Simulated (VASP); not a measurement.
# In (I4/mmm) in VASP: single point with r2SCAN

Aim: the single point of In with r2SCAN.

Everything below comes from runs of VASP 6.6.1. Logs are shortened: lines on timing, memory, paths and dates and some standing lists are left out, and cuts for length are marked.

## 1. The cell of the first run

Symmetry: I4/mmm, No. 139, tetragonal system. The conventional cell has a = 3.268 Å, b = 3.268 Å, c = 5.124 Å, α = 90.00°, β = 90.00°, γ = 90.00°. In (site symmetry 4/mmm) has 12 In at 3.27 to 3.45 Å within 4.3 Å.

## 2. Single point, r2SCAN

POSCAR reads:

```
In
1.0
   -1.6338688308      1.6338688308      2.5621151490
    1.6338688308     -1.6338688308      2.5621151490
    1.6338688308      1.6338688308     -2.5621151490
In
1
Direct
    0.0000000000      0.0000000000      0.0000000000
```

INCAR.step1 reads:

```
SYSTEM = In
ALGO     = Normal         ! electronic algorithm
EDIFF    = 1E-4           ! SCF threshold, eV
ENCUT    = 520            ! plane-wave cutoff, eV
GGA      = PE             ! functional
ISMEAR   = 0              ! smearing method
LASPH    = .True.         ! aspherical terms in the spheres
LCHARG   = .False.        ! write CHGCAR
LREAL    = .False.        ! projectors in reciprocal space
LWAVE    = .True.         ! write WAVECAR
NBANDS   = 12             ! bands
NELM     = 100            ! most SCF steps
PREC     = Accurate       ! precision mode
SIGMA    = 0.05           ! smearing width, eV
```

INCAR.step2 reads:

```
SYSTEM = In
ALGO     = Normal         ! electronic algorithm
EDIFF    = 1E-6           ! SCF threshold, eV
ENCUT    = 520            ! plane-wave cutoff, eV
ISIF     = 2              ! what is computed and relaxed
ISMEAR   = 0              ! smearing method
ISTART   = 1            
LASPH    = .True.         ! aspherical terms in the spheres
LCHARG   = .False.        ! write CHGCAR
LMIXTAU  = .True.       
LREAL    = .False.        ! projectors in reciprocal space
LWAVE    = .False.        ! write WAVECAR
METAGGA  = R2SCAN         ! meta-GGA
NBANDS   = 12             ! bands
NELM     = 100            ! most SCF steps
PREC     = Accurate       ! precision mode
SIGMA    = 0.05           ! smearing width, eV
```

KPOINTS reads:

```
k-points
0
Gamma
  18 18 18
  0 0 0
```

Potentials or basis: VASP PAW PBE potentials, release 64 (In_d).

Run with:

```
$ cat potpaw_PBE.64/In_d/POTCAR > POTCAR
$ cp INCAR.step1 INCAR
$ mpirun -np 1 vasp_std > vasp.out
$ cp INCAR.step2 INCAR
$ mpirun -np 1 vasp_std > vasp.out
```

OUTCAR:

```text
SYSTEM = In
   EDIFF = 1E-6
   ENCUT = 520
   ISIF = 2
   ISMEAR = 0
   ISTART = 1
   LASPH = .True.
   LREAL = .False.
   METAGGA = R2SCAN
   NELM = 100
   PREC = Accurate

 ion  position               nearest neighbor table
   1  0.000  0.000  0.000-

  LATTYP: Found a body centered tetragonal cell.
 ALAT       =     3.2677376616
 C/A-ratio  =     1.5681278085

  Lattice vectors:

 A1 = (  -1.6338688308,   1.6338688308,   2.5621151490)
 A2 = (   1.6338688308,  -1.6338688308,   2.5621151490)
 A3 = (   1.6338688308,   1.6338688308,  -2.5621151490)

Analysis of symmetry for initial positions (statically):
=====================================================================
 Subroutine PRICEL returns:
 Original cell was already a primitive cell.

 Routine SETGRP: Setting up the symmetry group for a
 body centered tetragonal supercell.

 Subroutine GETGRP returns: Found 16 space group operations
 (whereof 16 operations were pure point group operations)
 out of a pool of 16 trial point group operations.

The static configuration has the point symmetry D_4h.

Analysis of symmetry for dynamics (positions and initial velocities):
=====================================================================
 Subroutine PRICEL returns:
 Original cell was already a primitive cell.

 Routine SETGRP: Setting up the symmetry group for a
 body centered tetragonal supercell.

 Subroutine GETGRP returns: Found 16 space group operations
 (whereof 16 operations were pure point group operations)
 out of a pool of 16 trial point group operations.

The dynamic configuration has the point symmetry D_4h.

 Subroutine INISYM returns: Found 16 space group operations
 (whereof 16 operations are pure point group operations),
 and found     1 'primitive' translations

----------------------------------------------------------------------------------------

                                     Primitive cell

  volume of cell :      27.3585

  direct lattice vectors                    reciprocal lattice vectors
    -1.633868831  1.633868831  2.562115149     0.000000000  0.306022118  0.195151260
     1.633868831 -1.633868831  2.562115149     0.306022118  0.000000000  0.195151260
     1.633868831  1.633868831 -2.562115149     0.306022118  0.306022118  0.000000000

  length of vectors
     3.450143294  3.450143294  3.450143294     0.362951169  0.362951169  0.432780630

  position of ions in fractional coordinates (direct lattice)
     0.000000000  0.000000000  0.000000000

  ion indices of the primitive-cell ions
   primitive index   ion index
                 1           1

----------------------------------------------------------------------------------------

 KPOINTS: k-points

Automatic generation of k-mesh.
 Grid dimensions read from file:
 generate k-points for:   18   18   18

 Generating k-lattice:

  Cartesian coordinates                     Fractional coordinates (reciprocal lattice)
     0.000000000  0.017001229  0.010841737     0.055555556  0.000000000 -0.000000000
     0.017001229  0.000000000  0.010841737     0.000000000  0.055555556 -0.000000000
     0.017001229  0.017001229  0.000000000     0.000000000  0.000000000  0.055555556

  Length of vectors
     0.020163954  0.020163954  0.024043368

  Shift w.r.t. Gamma in fractional coordinates (k-lattice)
     0.000000000  0.000000000  0.000000000

 Subroutine IBZKPT returns following result:
 ===========================================

 Found    480 irreducible k-points:

 Following reciprocal coordinates:
            Coordinates               Weight
  0.000000  0.000000  0.000000      1.000000
  0.055556  0.000000 -0.000000      8.000000
  0.111111  0.000000 -0.000000      8.000000
  0.166667 -0.000000  0.000000      8.000000
  0.222222  0.000000  0.000000      8.000000
  0.277778  0.000000  0.000000      8.000000
[... 16 lines left out ...]
 -0.277778  0.055556  0.000000     16.000000
 -0.222222  0.055556  0.000000     16.000000
 [... further k-points ...]
   k-points           NKPTS =    480   k-points in BZ     NKDIM =    480   number of bands    NBANDS=     12
   number of dos      NEDOS =    301   number of ions     NIONS =      1
   total plane-waves  NPLWV =  21952
   dimension x,y,z NGX =    28 NGY =   28 NGZ =   28
   dimension x,y,z NGXF=    56 NGYF=   56 NGZF=   56
   ions per type =               1
   NGX,Y,Z   is equivalent  to a cutoff of  13.49, 13.49, 13.49 a.u.
   NGXF,Y,Z  is equivalent  to a cutoff of  26.98, 26.98, 26.98 a.u.
 SYSTEM =  In
   PREC   = accura    normal or accurate (medium, high low for compatibility)
   ISTART =      1    job   : 0-new  1-cont  2-samecut
   ICHARG =      0    charge: 1-file 2-atom 10-const
   ISPIN  =      1    spin polarized calculation?
   LNONCOLLINEAR =      F non collinear calculations
   LSORBIT =      F    spin-orbit coupling
   LASPH  =      T    aspherical Exc in radial PAW
   ENCUT  =  520.0 eV  38.22 Ry    6.18 a.u.   6.41  6.41  6.41*2*pi/ulx,y,z
   NELM   =    100;   NELMIN=  2; NELMDL=  0     # of ELM steps
   EDIFF  = 0.1E-05   stopping-criterion for ELM
   LREAL  =      F    real-space projection
   EDIFFG = 0.1E-04   stopping-criterion for IOM
   NSW    =      0    number of steps for IOM
   IBRION =     -1    ionic relax: 0-MD 1-quasi-New 2-CG
   NFREE  =      0    steps in history (QN), initial steepest desc. (CG)
   ISIF   =      2    stress and relaxation
   ISYM   =      2    0-nonsym 1-usesym 2-fastsym
   POTIM  = 0.5000    time-step for ionic-motion
   TEBEG  =    0.0;   TEEND  =   0.0 temperature during run
   PSTRESS=    0.0 pullay stress
   NELECT =      13.0000    total number of electrons
   NUPDOWN=      -1.0000    fix difference up-down
   EMIN   =  10.00;   EMAX   =-10.00  energy-range for DOS
   EFERMI =   0.00;   METHOD = LEGACY
   ISMEAR =     0;   SIGMA  =   0.05  broadening in eV -4-tet -1-fermi 0-gaus
   EFERMI_NEDOS =   21; number of points for ismear=-14 and -15
   IALGO  =     38    algorithm
   IMIX   =      4    mixing-type and parameters
     AMIX     =   0.40;   BMIX     =  1.00
     AMIX_MAG =   1.60;   BMIX_MAG =  1.00
  volume/ion in A,a.u.               =      27.36       184.62
  Fermi-wavevector in a.u.,A,eV,Ry     =   1.277492  2.414110 22.204524  1.631986
  Thomas-Fermi vector in A             =   2.410089
   LORBIT       =      0    0 simple, 1 ext, 2 COOP (PROOUT), +10 PAW based schemes
   METAGGA = R2SCAN    functional components
   LHFCALC =     F    Hartree Fock is set to
   AEXX    =    0.0000 exact exchange contribution
   IVDW    =     0    specifies the selected vdW correction
   LEPSILON=     F    determine dielectric tensor
   LRPA    =     F    only Hartree local field effects (RPA)
 non-spin polarized calculation
 Gauss-broadening in eV      SIGMA  =   0.05
  energy-cutoff  :      520.00
  volume of cell :       27.36
 maximum number of plane-waves:       751
 NGX is ok and might be reduce to    28
   NGX = 13   NGY = 13   NGZ = 13

 number of electron      12.9999998 magnetization

 Free energy of the ion-electron system (eV)
  ---------------------------------------------------
  ext. energy  EPLUGINS =         0.00000000
  ---------------------------------------------------
  free energy    TOTEN  =       -22.56874726 eV

  energy without entropy =      -22.56831363  energy(sigma->0) =      -22.56853044

 E-fermi :   6.9886     XC(G=0): -10.8385

 val. band max:        6.9844725757   @ k =   0.2778   0.2778   0.1111
 cond. band min:       6.9926358096   @ k =  -0.4444   0.4444   0.2222
 fundamental gap:      0.0081632339
 Fermi energy:         6.9886234984

 k-point     1 :       0.0000    0.0000    0.0000
  band No.  band energies     occupation
      1      -8.3019      2.00000
      2      -8.1587      2.00000
      3      -8.1587      2.00000
      4      -8.1263      2.00000
      5      -7.9785      2.00000
      6      -2.7358      2.00000
      7      17.7185      0.00000
      8      17.7185      0.00000
      9      17.9328      0.00000
     10      19.1462      0.00000
     11      21.0600      0.00000
     12      21.4163      0.00000

 k-point     2 :       0.0556    0.0000   -0.0000
  band No.  band energies     occupation
      1      -8.2963      2.00000
      2      -8.1598      2.00000
      3      -8.1543      2.00000
      4      -8.1247      2.00000
      5      -7.9809      2.00000
      6      -2.6669      2.00000
      7      16.8518      0.00000
      8      17.6420      0.00000
      9      17.6584      0.00000
     10      18.9368      0.00000
     11      21.3499      0.00000
     12      21.5972      0.00000

 k-point     3 :       0.1111    0.0000   -0.0000
  band No.  band energies     occupation
      1      -8.2821      2.00000
      2      -8.1653      2.00000
      3      -8.1423      2.00000
      4      -8.1160      2.00000
      5      -7.9870      2.00000
      6      -2.4590      2.00000
      7      15.0308      0.00000
      8      17.1275      0.00000
      9      17.4544      0.00000
     10      18.8366      0.00000
     11      20.8783      0.00000
     12      22.0951      0.00000
[... 286 lines left out ...]
 k-point    23 :      -0.2778    0.0556    0.0000
  band No.  band energies     occupation
      1      -8.2379      2.00000
      2      -8.2118      2.00000
      3      -8.1136      2.00000
      4      -8.0262      2.00000
      5      -7.9895      2.00000
      6      -1.1147      2.00000
      7       9.8917      0.00000
      8      14.9169      0.00000
      9      16.6601      0.00000
     10      19.0984      0.00000
     11      20.0210      0.00000
     12      21.3712      0.00000

 k-point    24 :      -0.2222    0.0556    0.0000
  band No.  band energies     occupation
      1      -8.2404      2.00000
      2      -8.1951      2.00000
      3      -8.1181      2.00000
      4      -8.0645      2.00000
      5      -8.0038      2.00000
      6      -1.7109      2.00000
      7      11.7502      0.00000
      8      15.4179      0.00000
      9      16.8551      0.00000
     10      19.1876      0.00000
     11      20.5925      0.00000
     12      21.7337      0.00000

 [... further k-points ...]
[... 5 lines left out ...]
  --------------------------------------------------------------------------------------
  -------------------------------------------------------------------------------------
  Total       -0.2872461     -0.2872461     -0.2750686      0.0000000      0.0000000      0.0000000
  in kB      -16.8217713    -16.8217713    -16.1086297      0.0000000      0.0000000      0.0000000
  external PRESSURE =     -16.5840575 kB  Pullay stress =       0.0000000 kB

 VOLUME and BASIS-vectors are now :
 -----------------------------------------------------------------------------
  energy-cutoff  :      520.00
  volume of cell :       27.36
      direct lattice vectors                 reciprocal lattice vectors
    -1.633868831  1.633868831  2.562115149     0.000000000  0.306022118  0.195151260
     1.633868831 -1.633868831  2.562115149     0.306022118  0.000000000  0.195151260
     1.633868831  1.633868831 -2.562115149     0.306022118  0.306022118  0.000000000

 POSITION                                       TOTAL-FORCE (eV/Angst)
 -----------------------------------------------------------------------------------
      0.00000      0.00000      0.00000         0.000000     -0.000000      0.000000
 -----------------------------------------------------------------------------------
    total drift:                               -0.000000     -0.000000     -0.000000

  FREE ENERGIE OF THE ION-ELECTRON SYSTEM (eV)
  ---------------------------------------------------
  free  energy   TOTEN  =       -22.5687472551 eV

  energy  without entropy=      -22.5683136330  energy(sigma->0) =      -22.56853044
```

It took 8.9 min on 1 thread of Intel Xeon Platinum 8259CL at 2.50GHz (Skylake/Cascade Lake), shared host; peak memory 0.28 GiB.

Results:

```yaml
Free_energy: -22.5687 eV
Pressure: -1.7 GPa
Band_gap_on_the_k_mesh: zero (an odd number of electrons rules out a gap without spin polarisation)
```

Caveat: the PAW data sets were made with another functional, which shifts forces and pressure a little; spin-orbit coupling is left out, which moves the levels of the heavy elements.
